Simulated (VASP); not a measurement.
A run of VASP 6.6.1 is set up as follows.

Contents of INCAR:

```
SYSTEM = CdTe
PREC = Accurate
ENCUT = 520
EDIFF = 1E-6
ISMEAR = 0
SIGMA = 0.01
LREAL = .False.
LASPH = .True.
NELM = 80
ALGO = Normal
ISIF = 2
LWAVE = .False.
LCHARG = .False.
NBANDS = 16
```

File KPOINTS:

```
regular mesh
0
Gamma
  6 6 6
  0 0 0
```

The input POSCAR:

```
CdTe
1.0
    3.1409000000      3.1409000000      0.0000000000
   -3.1409000000      3.1409000000      0.0000000000
    0.0000000000      3.1409000000      3.2909219461
Cd Te
1 1
Direct
    0.0000000000      0.0000000000      0.0000000000
    0.7500000000      0.2500000000      0.5000000000
```

Potentials or basis: VASP PAW LDA potentials, release 64 (Cd, Te).

Launch:

```sh
$ cat potpaw_LDA.64/Cd/POTCAR potpaw_LDA.64/Te/POTCAR > POTCAR
$ mpirun -np 1 vasp_std > vasp.out
```

Question: What does it give for the band gap on the k mesh?

Answer: 0.63 eV, direct.

Question: What does it give for the pressure?

Answer: 0.9 GPa.

Stress tensor (GPa, compression positive):
```
1.20 0.00 0.00
0.00 1.20 0.00
0.00 0.00 0.29
```

Caveat: the cell differs from its parent crystal (in-plane strain -0.02, then relaxed in part); spin-orbit coupling is left out, which moves the levels of the heavy elements.
